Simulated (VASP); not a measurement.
A run of VASP 6.6.1:

File INCAR:

```
SYSTEM = HgTe
PREC     = Accurate       ! precision mode
ENCUT    = 520            ! plane-wave cutoff, eV
EDIFF    = 1E-6           ! SCF threshold, eV
ISMEAR   = -1             ! smearing method
SIGMA    = 0.03           ! smearing width, eV
LREAL    = .False.        ! projectors in reciprocal space
LASPH    = .True.         ! aspherical terms in the spheres
NELM     = 60             ! most SCF steps
ALGO     = Normal         ! electronic algorithm
ISIF     = 2              ! what is computed and relaxed
LWAVE    = .False.        ! write WAVECAR
LCHARG   = .True.         ! write CHGCAR
GGA      = PE             ! functional
LELF     = .True.         ! ELF
LVHAR    = .True.       
NBANDS   = 16             ! bands
```

The input KPOINTS:

```
regular mesh
0
Gamma
  11 11 11
  0 0 0
```

POSCAR

```
HgTe
1.0
    0.0000000000      3.2501417040      3.2501417040
    3.2501417040      0.0000000000      3.2501417040
    3.2501417040      3.2501417040      0.0000000000
Hg Te
1 1
Direct
    0.0000000000      0.0000000000      0.0000000000
    0.7500000000      0.7500000000      0.7500000000
```

Potentials or basis: VASP PAW PBE potentials, release 64 (Hg, Te).

Command:

```sh
$ cat potpaw_PBE.64/Hg/POTCAR potpaw_PBE.64/Te/POTCAR > POTCAR
$ mpirun -np 1 vasp_std > vasp.out
```

Hardware: 1 thread of Intel(R) Xeon(R) Platinum 8375C CPU @ 2.90GHz (Ice Lake), on a shared host.

Estimate the wall time of this run.

Wall time 49 s on 1 thread of Intel(R) Xeon(R) Platinum 8375C CPU @ 2.90GHz (Ice Lake) (shared host), peak memory 0.24 GiB. Counts: scf iterations 13, k points 56.
